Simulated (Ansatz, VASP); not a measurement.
**TaTe in VASP and in Ansatz**

INCAR

```
ALGO = Normal
EDIFF = 1E-6
ENCUT = 520
GGA = PE
ISIF = 2
ISMEAR = 0
ISPIN = 2
LASPH = T
LCHARG = F
LMAXMIX = 4
LORBIT = 11
LREAL = F
LWAVE = F
MAGMOM = 2 0
NBANDS = 20
NELM = 150
PREC = Accurate
SIGMA = 0.05
```

The input KPOINTS:

```
k-points
0
Gamma
  10 10 10
```

POSCAR

```
TaTe
1.0
    0.0000000000      3.1599278669      3.1599278669
    3.1599278669      0.0000000000      3.1599278669
    3.1599278669      3.1599278669      0.0000000000
Ta Te
1 1
Direct
    0.0000000000      0.0000000000      0.0000000000
    0.2500000000      0.2500000000      0.2500000000
```

Input for Ansatz:

```yaml
crystal:
  lattice:
    - [0.0, 3.1599278669, 3.1599278669]
    - [3.1599278669, 0.0, 3.1599278669]
    - [3.1599278669, 3.1599278669, 0.0]
  atoms:
    - { symbol: Ta, position: [0.0, 0.0, 0.0], spin: 2.0 }
    - { symbol: Te, position: [0.25, 0.25, 0.25] }
basis:
  ecutwfc: 420
  ecutrho_ratio: 4
kpoints:
  mp_grid: { grid: [10, 10, 10] }
hamiltonian:
  xc: pbe
scf:
  occupations: { method: gaussian, width: 0.05 }
  convergence: { dr2_threshold: 1.0e-06 }
  mixing: { algorithm: anderson, beta: 0.5 }
output:
  forces: true
  stress: true
  write_density: true
  write_potential: true
  elf: true
  volumetric_format: npy
magnetization:
  spin_polarized: true
```

Alike in both runs: task single point; functional PBE; k mesh 10 × 10 × 10; occupations gaussian, width 0.05 eV; collinear spin.

|  | VASP | Ansatz |
| --- | --- | --- |
| version | VASP 6.6.1 | Ansatz 0.2.0 |
| potentials or method | VASP PAW PBE potentials, release 64 (Ta_pv, Te), cutoff 520 eV | scalar-relativistic, plane waves, PAW |
| valence electrons in the cell | 17 | 29 |

```csv
,VASP,Ansatz,Ansatz less VASP
gap on the k mesh at the Fermi level (eV),none,none,-
pressure (GPa),0.0,0.0,-0.01
net moment per atom (μB),1.03,1.03,0.000
size of the moment on the site where the two differ most (μB),1.41,1.26,-0.146
```

Site moments also hang on the region over which each program counts them. A gap of «none» marks a metal or a gap that the smearing closes. With one functional, cell and mesh, what is left measures potentials, basis and numerics. VASP's potentials hold 17 valence electrons a cell and Ansatz's 29, so a difference there can come from the potentials and not from the codes. Ansatz's warnings: force scf threshold loose, stability check not made, stress scf threshold loose.

Neither program's run includes spin-orbit coupling.
